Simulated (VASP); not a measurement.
Wanted: the native input for a VASP 6.6.1 run.

- Task: single point
- Functional: LDA
- Potentials or basis: VASP PAW LDA potentials, release 64 (Ta_pv, N)
- Cutoff: 520 eV
- k mesh: 12 × 12 × 10
- Occupations: fermi-dirac, width 0.02 eV
- Spin: no spin polarisation
- Dipole correction: no
- Further INCAR settings: ALGO = Normal; EDIFF = 1e-06; NBANDS = 15

The structure of TaN lies in POSCAR:

```
TaN
1.0
    2.9379988584     -0.0293799886     -0.0293799886
   -1.4944432457      2.5590716420     -0.0107538222
   -0.0288300000     -0.0288300000      2.8830000000
Ta N
1 1
Direct
    0.3333333333      0.6666666667      0.5000000000
    0.0000000000      0.0000000000      0.0000000000
```

This cell differs from its parent crystal: equal xy, yz and zx shear strains of -2 %.

One way to write it, as run:

INCAR

```
ALGO = Normal
EDIFF = 1E-6
ENCUT = 520
GGA = CA
ISIF = 2
ISMEAR = -1
LASPH = T
LCHARG = F
LREAL = F
LWAVE = F
NBANDS = 15
NELM = 60
PREC = Accurate
SIGMA = 0.02
```

KPOINTS

```
k-points
0
Gamma
  12 12 10
```

Potentials or basis: VASP PAW LDA potentials, release 64 (Ta_pv, N).

Launch:

```sh
$ cat potpaw_LDA.64/Ta_pv/POTCAR potpaw_LDA.64/N/POTCAR > POTCAR
$ mpirun -np 1 vasp_std > vasp.out
```

Results of the run:

| Item | Value |
| --- | --- |
| Pressure | -9.4 GPa |
| Largest force | 0.051 eV/Å |
| Band gap on the k mesh | zero (band 8 reaches 8.34 eV, above the bottom of band 9 at 8.09 eV) |

Caveat: the cell differs from its parent crystal (equal xy, yz and zx shear strains of -2 %); spin-orbit coupling is left out, which moves the levels of the heavy elements.

Wall time 60 s on 1 thread of Intel(R) Xeon(R) 6975P-C (Granite Rapids) (shared host), peak memory 0.33 GiB.
